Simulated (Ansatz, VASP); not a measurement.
## Hf in VASP and in Ansatz

File INCAR:

```
ALGO = Normal
EDIFF = 1E-7
ENCUT = 520
GGA = PS
ISIF = 2
ISMEAR = -1
LASPH = T
LCHARG = F
LREAL = F
LWAVE = F
NBANDS = 11
NELM = 100
PREC = Accurate
SIGMA = 0.05
```

Contents of KPOINTS:

```
k-points
0
Gamma
  14 14 14
```

File POSCAR:

```
Hf
1.0
   -1.8230500000      1.8050000000      1.8050000000
    1.8050000000     -1.8230500000      1.8050000000
    1.8050000000      1.8050000000     -1.8230500000
Hf
1
Direct
    0.0000000000      0.0000000000      0.0000000000
```

Input for Ansatz:

```yaml
crystal:
  lattice:
    - [-1.82305, 1.805, 1.805]
    - [1.805, -1.82305, 1.805]
    - [1.805, 1.805, -1.82305]
  atoms:
    - { symbol: Hf, position: [0.0, 0.0, 0.0] }
kpoints:
  mp_grid: { grid: [14, 14, 14] }
  band_path:
    path:
      - [0.0, 0.0, 0.0]
      - [0.0, 0.0, 0.5]
      - [-0.5, 0.5, 0.5]
      - [-0.7524689983, 0.2475310017, 0.2475310017]
      - [0.2475310017, 0.2475310017, 0.2475310017]
      - [0.0, 0.0, 0.0]
      - [-0.5, 0.0, 0.5]
    npoints: 5
scf:
  occupations: { method: fermi_dirac, width: 0.05 }
hamiltonian:
  xc: pbesol
  pseudopotentials: { kind: all_electron, lapw: { basis_error: 0.0005 } }
output:
  forces: true
  stress: true
  eigenvalues: true
```

Change from the starting cell: equal xy, yz and zx shear strains of -1 %.

Alike in both runs: task single point; functional PBEsol; k mesh 14 × 14 × 14; occupations fermi-dirac, width 0.05 eV; no spin polarisation.

|  | VASP | Ansatz |
| --- | --- | --- |
| version | VASP 6.6.1 | Ansatz 0.2.0 |
| potentials or method | VASP PAW PBE potentials, release 64 (Hf_pv), cutoff 520 eV | all-electron LAPW, scalar-relativistic |

```csv
,VASP,Ansatz,Ansatz less VASP
pressure (GPa),-9.3,-9.0,+0.34
"traceless stress, the component that is largest in VASP (GPa)",0.43,0.43,+0.005
```

VASP's potentials were made for PBE, not for PBEsol. Ansatz ran all-electron here, and VASP with PAW potentials.

Spin-orbit coupling is off throughout.
